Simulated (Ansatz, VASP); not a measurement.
BiTe: VASP beside Ansatz

The input INCAR:

```
SYSTEM = BiTe
PREC = Accurate
ENCUT = 520
EDIFF = 1E-6
ISMEAR = 0
SIGMA = 0.15
LREAL = .FALSE.
LASPH = .TRUE.
NELM = 100
ALGO = Normal
ISIF = 2
LWAVE = .FALSE.
LCHARG = .TRUE.
GGA = PE
LELF = .TRUE.
LVHAR = .TRUE.
NBANDS = 18
```

The input KPOINTS:

```
regular mesh
0
G
  12 12 12
  0 0 0
```

The input POSCAR:

```
BiTe
1.0
    2.4227077728      1.3987509848      3.2675325752
   -2.4227077728      1.3987509848      3.2675325752
    0.0000000000     -2.7975019696      3.2675325752
Bi Te
1 1
Direct
    0.5000000000      0.5000000000      0.5000000000
    0.0000000000      0.0000000000      0.0000000000
```

Input for Ansatz:

```yaml
crystal:
  lattice:
    - [2.4227077728, 1.3987509848, 3.2675325752]
    - [-2.4227077728, 1.3987509848, 3.2675325752]
    - [0.0, -2.7975019696, 3.2675325752]
  atoms:
    - { symbol: Bi, position: [0.5, 0.5, 0.5] }
    - { symbol: Te, position: [0.0, 0.0, 0.0] }
basis:
  ecutwfc: 420
kpoints:
  mp_grid: { grid: [12, 12, 12] }
hamiltonian:
  xc: pbe
scf:
  occupations: { method: gaussian, width: 0.15 }
output:
  forces: true
  stress: true
  eigenvalues: true
  write_density: true
  write_potential: true
  elf: true
  volumetric_format: npy
```

Change from the starting cell: strain +0.000 along x and y, -0.015 along z, atoms carried along.

Alike in both runs: task single point; functional PBE; k mesh 12 × 12 × 12; occupations gaussian, width 0.15 eV; no spin polarisation.

```csv
,VASP,Ansatz
version,VASP 6.6.1,Ansatz 0.2.0
potentials or method,"VASP PAW PBE potentials, release 64 (Bi_d, Te), cutoff 520 eV","scalar-relativistic, plane waves, PAW"
valence electrons in the cell,21,31
```

Ansatz gave:

```
gap on the k mesh at the Fermi level (eV)                     : none
pressure (GPa)                                                : 0.6
traceless stress, the component that is largest in VASP (GPa) : 0.08
```

Problem. Which values does VASP return?

Solution. gap on the k mesh at the Fermi level (eV): none; pressure (GPa): 0.5; traceless stress, the component that is largest in VASP (GPa): 0.08.

A gap of «none» marks a metal or a gap that the smearing closes. VASP's potentials hold 21 valence electrons a cell and Ansatz's 31, so a difference there can come from the potentials and not from the codes.

Neither program's run includes spin-orbit coupling.
